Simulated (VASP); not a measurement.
Here is a VASP 6.6.1 calculation.

Contents of INCAR:

```
SYSTEM = Si5Ge2
  PREC = Accurate
  ENCUT = 500
  EDIFF = 1E-6
  ISMEAR = 0
  SIGMA = 0.2
  LREAL = .False.
  LASPH = .True.
  NELM = 120
  ALGO = Normal
  ISIF = 2
  LWAVE = .False.
  LCHARG = .False.
  GGA = PE
  NBANDS = 33
  GGA_COMPAT = .False.
```

File KPOINTS:

```
Automatic mesh
0
Gamma
  4 4 4
  0 0 0
```

POSCAR

```
Si5Ge2
1.0
    2.1870561117      1.2626974370      8.2440612664
   -2.1870561117      1.2626974370      8.2440612664
    0.0000000000     -2.5253948675      8.2440612673
Si Ge
5 2
Direct
    0.5000000000      0.5000000000      0.5000000000
    0.8508282893      0.8508282893      0.8508282893
    0.1491717107      0.1491717107      0.1491717107
    0.0509269749      0.0509269749      0.0509269749
    0.9490730251      0.9490730251      0.9490730251
    0.3954517706      0.3954517706      0.3954517706
    0.6045482294      0.6045482294      0.6045482294
```

Potentials or basis: VASP PAW PBE potentials, release 64 (Si, Ge_d).

Run with:

```sh
$ cat potpaw_PBE.64/Si/POTCAR potpaw_PBE.64/Ge_d/POTCAR > POTCAR
$ mpirun -np 1 vasp_std > vasp.out
```

Estimate the band gap on the k mesh.

zero (band 24 reaches 6.34 eV, above the bottom of band 25 at 5.16 eV).

Estimate the pressure.

-0.2 GPa.

Estimate the largest force.

0.045 eV/Å.

Forces in eV/Å, atoms in the order of the input:
```
Si   0.000  0.000  0.000
Si   0.000  0.000  0.040
Si   0.000  0.000 -0.040
Si   0.000  0.000  0.045
Si   0.000  0.000 -0.045
Ge   0.000  0.000  0.009
Ge   0.000  0.000 -0.009
```

Caveat: the k points lie up to 0.42 Å⁻¹ apart.
